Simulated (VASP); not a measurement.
# W2AuN3 (Amm2) in VASP: single point with PBE

Aim: the single point of W2AuN3 with PBE.

Program: VASP 6.6.1. These are calculated values, not measurements. Logs are shortened: lines on timing, memory, paths and dates and some standing lists are left out, and cuts for length are marked.

## 1. The cell of the first run

The structure is orthorhombic, space group Amm2 (No. 38). The conventional cell has a = 5.744 Å, b = 4.703 Å, c = 5.421 Å, α = 90.00°, β = 90.00°, γ = 90.00°. Within 3.0 Å of W (site symmetry m) lie 5 N at 2.00 to 2.21 Å and 1 W at 2.47 Å and 3 Au at 2.74 to 2.91 Å. Within 3.0 Å of Au (site symmetry mm2) lie 3 N at 2.06 to 2.44 Å and 6 W at 2.74 to 2.91 Å. Within 2.9 Å of N (site symmetry m) lie 4 W at 2.16 to 2.21 Å and 4 N at 2.24 to 2.71 Å. N (site symmetry mm2) has 2 W at 2.00 Å and 3 Au at 2.06 to 2.44 Å within 2.7 Å.

The cell was generated, and may not be a known phase.

## 2. Single point, PBE

The input, INCAR:

```
PREC = Accurate ; ENCUT = 700
EDIFF = 1E-6 ; ISMEAR = 0
SIGMA = 0.15 ; LREAL = F
LASPH = T ; NELM = 120
ALGO = Normal ; ISIF = 2
LWAVE = F ; LCHARG = F
GGA = PE ; NBANDS = 40
GGA_COMPAT = F
```

The input, KPOINTS:

```
Automatic mesh
0
Gamma
  2 3 3
```

The input, POSCAR:

```
W2AuN3
1.0
    5.7439160097      0.0000000000      0.0000000000
    0.0000000000      2.3515972632      2.7107499161
    0.0000000000     -2.3515972632      2.7107499161
W Au N
2 1 3
Direct
    0.7846289477      0.2079424597      0.2079424597
    0.2153710523      0.2079424597      0.2079424597
    0.5000000000      0.6143845682      0.6143845682
    0.0000000000      0.7038247367      0.1790693912
    0.0000000000      0.1790693912      0.7038247367
    0.5000000000     -0.0048625254     -0.0048625254
```

Potentials or basis: VASP PAW PBE potentials, release 64 (W_sv, Au_sv_GW, N).

The run is started by

```bash
$ cat potpaw_PBE.64/W_sv/POTCAR potpaw_PBE.64/Au_sv_GW/POTCAR potpaw_PBE.64/N/POTCAR > POTCAR
$ mpirun -np 1 vasp_std > vasp.out
```

OUTCAR:

```text
PREC = Accurate
   ENCUT = 700
   EDIFF = 1E-6
   ISMEAR = 0
   LREAL = F
   LASPH = T
   NELM = 120
   ISIF = 2
   GGA = PE

 ion  position               nearest neighbor table
   1  0.785  0.208  0.208-   6 2.00   5 2.16   4 2.16   5 2.21   4 2.21   2 2.47   3 2.74   3 2.91
                             3 2.91   2 3.27
   2  0.215  0.208  0.208-   6 2.00   5 2.16   4 2.16   5 2.21   4 2.21   1 2.47   3 2.74   3 2.91
                             3 2.91   1 3.27
   3  0.500  0.614  0.614-   6 2.06   6 2.44   6 2.44   2 2.74   1 2.74   2 2.91   1 2.91   2 2.91
                             1 2.91
   4  0.000  0.704  0.179-   1 2.16   2 2.16   1 2.21   2 2.21
   5  0.000  0.179  0.704-   1 2.16   2 2.16   1 2.21   2 2.21
   6  0.500  0.995  0.995-   1 2.00   2 2.00   3 2.06   3 2.44   3 2.44

  LATTYP: Found a base centered orthorhombic cell.
 ALAT       =     4.7031945264
 B/A-ratio  =     1.1527271096
 C/A-ratio  =     1.2212797020

  Lattice vectors:

 A1 = (   0.0000000000,   2.3515972632,  -2.7107499161)
 A2 = (   0.0000000000,   2.3515972632,   2.7107499161)
 A3 = (   5.7439160097,   0.0000000000,   0.0000000000)

Analysis of symmetry for initial positions (statically):
=====================================================================
 Subroutine PRICEL returns:
 Original cell was already a primitive cell.

 Routine SETGRP: Setting up the symmetry group for a
 base centered orthorhombic supercell.

 Subroutine GETGRP returns: Found  4 space group operations
 (whereof  4 operations were pure point group operations)
 out of a pool of  8 trial point group operations.

The static configuration has the point symmetry C_2v.

Analysis of symmetry for dynamics (positions and initial velocities):
=====================================================================
 Subroutine PRICEL returns:
 Original cell was already a primitive cell.

 Routine SETGRP: Setting up the symmetry group for a
 base centered orthorhombic supercell.

 Subroutine GETGRP returns: Found  4 space group operations
 (whereof  4 operations were pure point group operations)
 out of a pool of  8 trial point group operations.

The dynamic configuration has the point symmetry C_2v.

 Subroutine INISYM returns: Found  4 space group operations
 (whereof  4 operations are pure point group operations),
 and found     1 'primitive' translations

----------------------------------------------------------------------------------------

                                     Primitive cell

  volume of cell :      73.2302

  direct lattice vectors                    reciprocal lattice vectors
     5.743916010  0.000000000  0.000000000     0.174097253  0.000000000  0.000000000
     0.000000000  2.351597263  2.710749916     0.000000000  0.212621442  0.184450803
     0.000000000 -2.351597263  2.710749916     0.000000000 -0.212621442  0.184450803

  length of vectors
     5.743916010  3.588617393  3.588617393     0.174097253  0.281478199  0.281478199

  position of ions in fractional coordinates (direct lattice)
     0.784628948  0.207942460  0.207942460
     0.215371052  0.207942460  0.207942460
     0.500000000  0.614384568  0.614384568
     0.000000000  0.703824737  0.179069391
     0.000000000  0.179069391  0.703824737
     0.500000000  0.995137475  0.995137475

  ion indices of the primitive-cell ions
   primitive index   ion index
                 1           1
                 2           2
                 3           3
                 4           4
                 5           5
                 6           6

----------------------------------------------------------------------------------------

 KPOINTS: Automatic mesh

Automatic generation of k-mesh.
 Grid dimensions read from file:
 generate k-points for:    2    3    3

 Generating k-lattice:

  Cartesian coordinates                     Fractional coordinates (reciprocal lattice)
     0.087048627  0.000000000  0.000000000     0.500000000  0.000000000  0.000000000
     0.000000000  0.070873814  0.061483601     0.000000000  0.333333333 -0.000000000
     0.000000000 -0.070873814  0.061483601     0.000000000 -0.000000000  0.333333333

  Length of vectors
     0.087048627  0.093826066  0.093826066

  Shift w.r.t. Gamma in fractional coordinates (k-lattice)
     0.000000000  0.000000000  0.000000000

 Subroutine IBZKPT returns following result:
 ===========================================

 Found      8 irreducible k-points:

 Following reciprocal coordinates:
            Coordinates               Weight
  0.000000  0.000000  0.000000      1.000000
  0.500000  0.000000  0.000000      1.000000
  0.000000  0.333333  0.000000      4.000000
  0.500000  0.333333  0.000000      4.000000
  0.000000  0.333333  0.333333      2.000000
  0.500000  0.333333  0.333333      2.000000
  0.000000 -0.333333  0.333333      2.000000
  0.500000 -0.333333  0.333333      2.000000
   k-points           NKPTS =      8   k-points in BZ     NKDIM =      8   number of bands    NBANDS=     40
   number of dos      NEDOS =    301   number of ions     NIONS =      6
   total plane-waves  NPLWV =  51200
   dimension x,y,z NGX =    50 NGY =   32 NGZ =   32
   dimension x,y,z NGXF=   100 NGYF=   64 NGZF=   64
   ions per type =               2   1   3
   NGX,Y,Z   is equivalent  to a cutoff of  14.47, 14.82, 14.82 a.u.
   NGXF,Y,Z  is equivalent  to a cutoff of  28.94, 29.65, 29.65 a.u.
 SYSTEM =  unknown system
   PREC   = accura    normal or accurate (medium, high low for compatibility)
   ISTART =      0    job   : 0-new  1-cont  2-samecut
   ICHARG =      2    charge: 1-file 2-atom 10-const
   ISPIN  =      1    spin polarized calculation?
   LNONCOLLINEAR =      F non collinear calculations
   LSORBIT =      F    spin-orbit coupling
   LASPH  =      T    aspherical Exc in radial PAW
   ENCUT  =  700.0 eV  51.45 Ry    7.17 a.u.  12.39  7.74  7.74*2*pi/ulx,y,z
   NELM   =    120;   NELMIN=  2; NELMDL= -5     # of ELM steps
   EDIFF  = 0.1E-05   stopping-criterion for ELM
   LREAL  =      F    real-space projection
   EDIFFG = 0.1E-04   stopping-criterion for IOM
   NSW    =      0    number of steps for IOM
   IBRION =     -1    ionic relax: 0-MD 1-quasi-New 2-CG
   NFREE  =      0    steps in history (QN), initial steepest desc. (CG)
   ISIF   =      2    stress and relaxation
   ISYM   =      2    0-nonsym 1-usesym 2-fastsym
   POTIM  = 0.5000    time-step for ionic-motion
   TEBEG  =    0.0;   TEEND  =   0.0 temperature during run
   PSTRESS=    0.0 pullay stress
   NELECT =      62.0000    total number of electrons
   NUPDOWN=      -1.0000    fix difference up-down
   EMIN   =  10.00;   EMAX   =-10.00  energy-range for DOS
   EFERMI =   0.00;   METHOD = LEGACY
   ISMEAR =     0;   SIGMA  =   0.15  broadening in eV -4-tet -1-fermi 0-gaus
   EFERMI_NEDOS =   21; number of points for ismear=-14 and -15
   IALGO  =     38    algorithm
   IMIX   =      4    mixing-type and parameters
     AMIX     =   0.40;   BMIX     =  1.00
     AMIX_MAG =   1.60;   BMIX_MAG =  1.00
  volume/ion in A,a.u.               =      12.21        82.36
  Fermi-wavevector in a.u.,A,eV,Ry     =   1.548728  2.926672 32.634381  2.398559
  Thomas-Fermi vector in A             =   2.653637
   LORBIT       =      0    0 simple, 1 ext, 2 COOP (PROOUT), +10 PAW based schemes
   GGA     = PE    functional components
   LHFCALC =     F    Hartree Fock is set to
   AEXX    =    0.0000 exact exchange contribution
   IVDW    =     0    specifies the selected vdW correction
   LEPSILON=     F    determine dielectric tensor
   LRPA    =     F    only Hartree local field effects (RPA)
 non-spin polarized calculation
 Gauss-broadening in eV      SIGMA  =   0.15
  energy-cutoff  :      700.00
  volume of cell :       73.23
 maximum number of plane-waves:      3101
 NGX is ok and might be reduce to    50
   NGX = 25   NGY = 15   NGZ = 15

 number of electron      62.0000005 magnetization

 Free energy of the ion-electron system (eV)
  ---------------------------------------------------
  ext. energy  EPLUGINS =         0.00000000
  ---------------------------------------------------
  free energy    TOTEN  =       -49.28970704 eV

  energy without entropy =      -49.26734153  energy(sigma->0) =      -49.27852429

 E-fermi :   9.2132     XC(G=0): -12.7839

 val. band max:        9.1177676737   @ k =   0.5000  -0.3333   0.3333
 cond. band min:       9.4770832225   @ k =   0.5000   0.3333   0.0000
 fundamental gap:      0.3593155488
 Fermi energy:         9.2132130700

 k-point     1 :       0.0000    0.0000    0.0000
  band No.  band energies     occupation
      1     -97.8764      2.00000
      2     -66.2565      2.00000
      3     -66.1541      2.00000
      4     -49.2399      2.00000
      5     -49.1899      2.00000
      6     -49.0530      2.00000
[... 32 lines left out ...]
     39      13.7311      0.00000
     40      14.9076      0.00000

 k-point     2 :       0.5000    0.0000    0.0000
  band No.  band energies     occupation
      1     -97.8764      2.00000
      2     -66.2536      2.00000
      3     -66.1572      2.00000
      4     -49.2398      2.00000
      5     -49.1899      2.00000
      6     -49.0530      2.00000
[... 32 lines left out ...]
     39      14.2295      0.00000
     40      14.5542      0.00000

 k-point     3 :       0.0000    0.3333    0.0000
  band No.  band energies     occupation
      1     -97.8763      2.00000
      2     -66.2555      2.00000
      3     -66.1531      2.00000
      4     -49.2431      2.00000
      5     -49.1918      2.00000
      6     -49.0528      2.00000
[... 32 lines left out ...]
     39      13.2077      0.00000
     40      14.5132      0.00000

 k-point     4 :       0.5000    0.3333    0.0000
  band No.  band energies     occupation
      1     -97.8763      2.00000
      2     -66.2524      2.00000
      3     -66.1562      2.00000
      4     -49.2431      2.00000
      5     -49.1918      2.00000
      6     -49.0528      2.00000
[... 32 lines left out ...]
     39      13.1829      0.00000
     40      14.7605      0.00000

 k-point     5 :       0.0000    0.3333    0.3333
  band No.  band energies     occupation
      1     -97.8763      2.00000
      2     -66.2544      2.00000
      3     -66.1521      2.00000
      4     -49.2460      2.00000
      5     -49.1942      2.00000
      6     -49.0524      2.00000
[... 32 lines left out ...]
     39      13.5318      0.00000
     40      13.5892      0.00000

 k-point     6 :       0.5000    0.3333    0.3333
  band No.  band energies     occupation
      1     -97.8763      2.00000
      2     -66.2514      2.00000
      3     -66.1552      2.00000
      4     -49.2460      2.00000
      5     -49.1942      2.00000
      6     -49.0524      2.00000
[... 32 lines left out ...]
     39      12.9155      0.00000
     40      14.4653      0.00000

 k-point     7 :       0.0000   -0.3333    0.3333
  band No.  band energies     occupation
      1     -97.8763      2.00000
      2     -66.2544      2.00000
      3     -66.1521      2.00000
      4     -49.2460      2.00000
      5     -49.1942      2.00000
      6     -49.0525      2.00000
[... 32 lines left out ...]
     39      13.3878      0.00000
     40      14.0339      0.00000

 k-point     8 :       0.5000   -0.3333    0.3333
  band No.  band energies     occupation
      1     -97.8763      2.00000
      2     -66.2513      2.00000
      3     -66.1552      2.00000
      4     -49.2460      2.00000
      5     -49.1942      2.00000
      6     -49.0525      2.00000
[... 32 lines left out ...]
     39      12.3699      0.00000
     40      14.5417      0.00000

------------------------ aborting loop because EDIFF is reached ----------------------------------------

  FORCE on cell =-STRESS in cart. coord.  units (eV):
  Direction    XX          YY          ZZ          XY          YZ          ZX
  --------------------------------------------------------------------------------------
  -------------------------------------------------------------------------------------
  Total        0.3065392      0.0250117      0.0677075      0.0000000      0.0000000      0.0000000
  in kB        6.7066576      0.5472211      1.4813479      0.0000000      0.0000000      0.0000000
  external PRESSURE =       2.9117422 kB  Pullay stress =       0.0000000 kB

 VOLUME and BASIS-vectors are now :
 -----------------------------------------------------------------------------
  energy-cutoff  :      700.00
  volume of cell :       73.23
      direct lattice vectors                 reciprocal lattice vectors
     5.743916010  0.000000000  0.000000000     0.174097253  0.000000000  0.000000000
     0.000000000  2.351597263  2.710749916     0.000000000  0.212621442  0.184450803
     0.000000000 -2.351597263  2.710749916     0.000000000 -0.212621442  0.184450803

 POSITION                                       TOTAL-FORCE (eV/Angst)
 -----------------------------------------------------------------------------------
      4.50684      0.00000      1.12736        -0.071400      0.000000      0.052196
      1.23707      0.00000      1.12736         0.071400      0.000000      0.052196
      2.87196      0.00000      3.33089         0.000000      0.000000     -0.031588
      0.00000      1.23401      2.39331         0.000000      0.025288      0.003240
      0.00000     -1.23401      2.39331         0.000000     -0.025288      0.003240
      2.87196      0.00000      5.39514         0.000000      0.000000     -0.079283
 -----------------------------------------------------------------------------------
    total drift:                                0.000000      0.000000      0.001317

  FREE ENERGIE OF THE ION-ELECTRON SYSTEM (eV)
  ---------------------------------------------------
  free  energy   TOTEN  =       -49.2897070396 eV

  energy  without entropy=      -49.2673415337  energy(sigma->0) =      -49.27852429
```

Wall time 82 s (1 thread of Intel Xeon Platinum 8375C at 2.90GHz (Ice Lake), shared host); peak memory 0.24 GiB.

Results:

```yaml
Free_energy: -49.2897 eV
Pressure: 0.3 GPa
Largest_force: 0.088 eV/Å
Band_gap_on_the_k_mesh: zero (bands 31 and 32 overlap by 0.82 eV)
```

Forces in eV/Å, atoms in the order of the input:
```
W   -0.071  0.000  0.052
W    0.071  0.000  0.052
Au   0.000  0.000 -0.032
N    0.000  0.025  0.003
N    0.000 -0.025  0.003
N    0.000  0.000 -0.079
```

Stress tensor (GPa, compression positive):
```
0.67 0.00 0.00
0.00 0.05 0.00
0.00 0.00 0.15
```

Caveat: the k points lie up to 0.59 Å⁻¹ apart, too coarse for converged energies and pressures of a metal; spin-orbit coupling is left out, which moves the levels of the heavy elements.

The gap in the log of VASP goes by the Fermi energy; the results here count the filled bands.